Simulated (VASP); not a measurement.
# MgPt2O3 (P-3m1) in VASP: further runs, part 3 of 3

VASP 6.6.1. Earlier steps stand in the parts before.

**5. Single point, r2SCAN+rVV10**

This run uses another cell than the first one, of 10.99 Å³/atom.

The input, POSCAR:

```
MgPt2O3
1.0
    3.0569341048      0.0000000000      0.0000000000
   -1.5284670524      2.6473825924      0.0000000000
    0.0000000000      0.0000000000      8.1478684731
Mg Pt O
1 2 3
Direct
    0.0000000000      0.0000000000      0.0000000000
    0.3333333333      0.6666666667      0.6779405203
    0.6666666667      0.3333333333      0.3220594797
    0.3333333333      0.6666666667      0.1356223659
    0.6666666667      0.3333333333      0.8643776341
    0.0000000000      0.0000000000      0.5000000000
```

The input, INCAR.step1:

```
SYSTEM = MgPt2O3
PREC = Accurate
ENCUT = 660
ISMEAR = -1
SIGMA = 0.03
LREAL = .False.
LASPH = .True.
NELM = 120
NBANDS = 29
GGA = PE
ALGO = Normal
EDIFF = 1E-5
LWAVE = .True.
LCHARG = .False.
GGA_COMPAT = .False.
```

The input, INCAR.step2:

```
SYSTEM = MgPt2O3
PREC = Accurate
ENCUT = 660
EDIFF = 1E-6
ISMEAR = -1
SIGMA = 0.03
LREAL = .False.
LASPH = .True.
NELM = 120
ALGO = Normal
ISIF = 2
LWAVE = .False.
LCHARG = .False.
METAGGA = R2SCAN
LMIXTAU = .True.
LUSE_VDW = .True.
IVDW_NL = 2
BPARAM = 11.95
CPARAM = 0.0093
NBANDS = 29
ISTART = 1
GGA_COMPAT = .False.
```

The input, KPOINTS:

```
Automatic mesh
0
Gamma
  12 12 4
  0 0 0
```

Potentials or basis: VASP PAW PBE potentials, release 64 (Mg, Pt, O).

The run is started by

```
$ cat potpaw_PBE.64/Mg/POTCAR potpaw_PBE.64/Pt/POTCAR potpaw_PBE.64/O/POTCAR > POTCAR
$ cp INCAR.step1 INCAR
$ mpirun -np 1 vasp_std > vasp.out
$ cp INCAR.step2 INCAR
$ mpirun -np 1 vasp_std > vasp.out
```

OUTCAR:

```text
SYSTEM = MgPt2O3
   PREC = Accurate
   ENCUT = 660
   EDIFF = 1E-6
   ISMEAR = -1
   LREAL = .False.
   LASPH = .True.
   NELM = 120
   ISIF = 2
   METAGGA = R2SCAN
   IVDW_NL = 2
   BPARAM = 11.95
   ISTART = 1

 ion  position               nearest neighbor table
   1  0.000  0.000  0.000-   4 2.08   5 2.08   4 2.08   5 2.08   5 2.08   4 2.08   2 3.16   3 3.16
                             2 3.16   3 3.16   2 3.16   3 3.16
   2  0.333  0.667  0.678-   6 2.28   6 2.28   6 2.28   5 2.33   5 2.33   5 2.33   1 3.16   1 3.16
                             1 3.16   3 3.39   3 3.39   3 3.39
   3  0.667  0.333  0.322-   6 2.28   6 2.28   6 2.28   4 2.33   4 2.33   4 2.33   1 3.16   1 3.16
                             1 3.16   2 3.39   2 3.39   2 3.39
   4  0.333  0.667  0.136-   1 2.08   1 2.08   1 2.08   3 2.33   3 2.33   3 2.33
   5  0.667  0.333  0.864-   1 2.08   1 2.08   1 2.08   2 2.33   2 2.33   2 2.33
   6  0.000  0.000  0.500-   2 2.28   3 2.28   2 2.28   3 2.28   3 2.28   2 2.28

  LATTYP: Found a hexagonal cell.
 ALAT       =     3.0569341048
 C/A-ratio  =     2.6653726230

  Lattice vectors:

 A1 = (   3.0569341048,   0.0000000000,   0.0000000000)
 A2 = (  -1.5284670524,   2.6473825924,   0.0000000000)
 A3 = (   0.0000000000,   0.0000000000,   8.1478684731)

Analysis of symmetry for initial positions (statically):
=====================================================================
 Subroutine PRICEL returns:
 Original cell was already a primitive cell.

 Routine SETGRP: Setting up the symmetry group for a
 hexagonal supercell.

 Subroutine GETGRP returns: Found 12 space group operations
 (whereof 12 operations were pure point group operations)
 out of a pool of 24 trial point group operations.

The static configuration has the point symmetry D_3d.

Analysis of symmetry for dynamics (positions and initial velocities):
=====================================================================
 Subroutine PRICEL returns:
 Original cell was already a primitive cell.
[... 139 lines left out ...]
  Thomas-Fermi vector in A             =   2.510211
   LORBIT       =      0    0 simple, 1 ext, 2 COOP (PROOUT), +10 PAW based schemes
   METAGGA = R2SCAN    functional components
   LHFCALC =     F    Hartree Fock is set to
   AEXX    =    0.0000 exact exchange contribution
   IVDW_NL    =     2    kernel type
   BPARAM     =11.9500
   IVDW    =     0    specifies the selected vdW correction
   LEPSILON=     F    determine dielectric tensor
   LRPA    =     F    only Hartree local field effects (RPA)
 non-spin polarized calculation
  energy-cutoff  :      660.00
  volume of cell :       65.94
 maximum number of plane-waves:      2565
 NGX is ok and might be reduce to    28
   NGX = 13   NGY = 13   NGZ = 35

 number of electron      40.0000002 magnetization

 Free energy of the ion-electron system (eV)
  ---------------------------------------------------
  ext. energy  EPLUGINS =         0.00000000
  ---------------------------------------------------
  free energy    TOTEN  =      -127.61839517 eV

  energy without entropy =     -127.60829138  energy(sigma->0) =     -127.61334328

 E-fermi :   7.2903     XC(G=0): -12.9578

 val. band max:        7.2722094305   @ k =   0.2500   0.2500   0.2500
 cond. band min:       7.3076744176   @ k =   0.0833   0.0833   0.0000
 fundamental gap:      0.0354649871
 Fermi energy:         7.2903361943

 k-point     1 :       0.0000    0.0000    0.0000
  band No.  band energies     occupation
      1     -13.8387      2.00000
      2     -13.1530      2.00000
      3     -12.4667      2.00000
      4      -0.8851      2.00000
      5       0.2543      2.00000
      6       1.6104      2.00000
[... 757 lines left out ...]
     28      20.0725      0.00000
     29      20.6034      0.00000

 [... further k-points ...]

------------------------ aborting loop because EDIFF is reached ----------------------------------------

  FORCE on cell =-STRESS in cart. coord.  units (eV):
  Direction    XX          YY          ZZ          XY          YZ          ZX
  --------------------------------------------------------------------------------------
  -------------------------------------------------------------------------------------
  Total        0.1655650      0.1655650      0.2439660      0.0000000     -0.0000000      0.0000000
  in kB        4.0228371      4.0228371      5.9277941      0.0000000     -0.0000000      0.0000000
  external PRESSURE =       4.6578227 kB  Pullay stress =       0.0000000 kB

 VOLUME and BASIS-vectors are now :
 -----------------------------------------------------------------------------
  energy-cutoff  :      660.00
  volume of cell :       65.94
      direct lattice vectors                 reciprocal lattice vectors
     3.056934105  0.000000000  0.000000000     0.327125141  0.188865788  0.000000000
    -1.528467052  2.647382592  0.000000000     0.000000000  0.377731576  0.000000000
     0.000000000  0.000000000  8.147868473     0.000000000  0.000000000  0.122731485

 POSITION                                       TOTAL-FORCE (eV/Angst)
 -----------------------------------------------------------------------------------
      0.00000      0.00000      0.00000        -0.000000      0.000000      0.000000
     -0.00000      1.76492      5.52377         0.000000     -0.000000      0.024455
      1.52847      0.88246      2.62410        -0.000000      0.000000     -0.024455
     -0.00000      1.76492      1.10503         0.000000     -0.000000     -0.091988
      1.52847      0.88246      7.04284         0.000000      0.000000      0.091988
      0.00000      0.00000      4.07393        -0.000000      0.000000      0.000000
 -----------------------------------------------------------------------------------
    total drift:                               -0.000000      0.000000      0.000000

  FREE ENERGIE OF THE ION-ELECTRON SYSTEM (eV)
  ---------------------------------------------------
  free  energy   TOTEN  =      -127.6183951704 eV

  energy  without entropy=     -127.6082913836  energy(sigma->0) =     -127.61334328
```

It took 20 min on 1 thread of Intel Xeon 8259CL, shared host; peak memory 0.56 GiB.

Results:

```
Free energy            : -127.6184 eV
Pressure               : 0.5 GPa
Largest force          : 0.092 eV/Å
Band gap on the k mesh : zero (bands 20 and 21 overlap by 0.80 eV)
```

Forces in eV/Å, atoms in the order of the input:
```
Mg   0.000  0.000  0.000
Pt   0.000  0.000  0.024
Pt   0.000  0.000 -0.024
O    0.000  0.000 -0.092
O    0.000  0.000  0.092
O    0.000  0.000  0.000
```

Stress tensor (GPa, compression positive):
```
0.40 0.00 0.00
0.00 0.40 0.00
0.00 0.00 0.59
```

Levels at points of the mesh, in eV from the Fermi level:
```csv
k point,band 18,band 19,band 20,band 21,band 22,band 23
"(0.00, 0.00, 0.00)",-2.08,-0.94,-0.94,-0.24,0.75,0.75
"(0.50, 0.00, 0.00)",-0.44,-0.28,-0.07,1.04,1.10,4.92
"(0.00, 0.00, 0.50)",-2.11,-0.76,-0.76,0.67,0.67,0.84
"(0.50, 0.00, 0.50)",-0.51,-0.44,-0.36,1.18,1.56,4.80
```

Caveat: the PAW data sets were made with another functional, which shifts forces and pressure a little; spin-orbit coupling is left out, which moves the levels of the heavy elements.

**6. The runs side by side**

| task | level | cell | k mesh | cutoff (eV) | gap on the mesh (eV) | pressure (GPa) | largest force (eV/Å) |
| --- | --- | --- | --- | --- | --- | --- | --- |
| single point | PBEsol | a = 3.029, b = 3.029, c = 8.257 Å, angles 90.0, 90.0, 120.0°, 6 atoms, atomic positions A | 9 × 9 × 4 | 600 | none | -0.3 | 0.01 |
| relaxation of cell and atoms | PBEsol | relaxed from a = 3.020, b = 3.020, c = 7.393 Å, angles 90.0, 90.0, 120.0°, 6 atoms, atomic positions B | 9 × 9 × 4 | 600 | none | 0.0 | - |
| single point | r2SCAN+rVV10 | a = 3.057, b = 3.057, c = 8.148 Å, angles 90.0, 90.0, 120.0°, 6 atoms, atomic positions A | 12 × 12 × 4 | 660 | none | 0.5 | 0.09 |

Alike in all rows: potentials or basis VASP PAW PBE potentials, release 64 (Mg, Pt, O); no spin polarisation; smearing fermi-dirac 0.03 eV.

Caveats: the PAW data sets were made with another functional, which shifts forces and pressure a little; spin-orbit coupling is left out, which moves the levels of the heavy elements.

Total energies depend on the potentials used, so only differences within one code and one set of settings carry meaning.
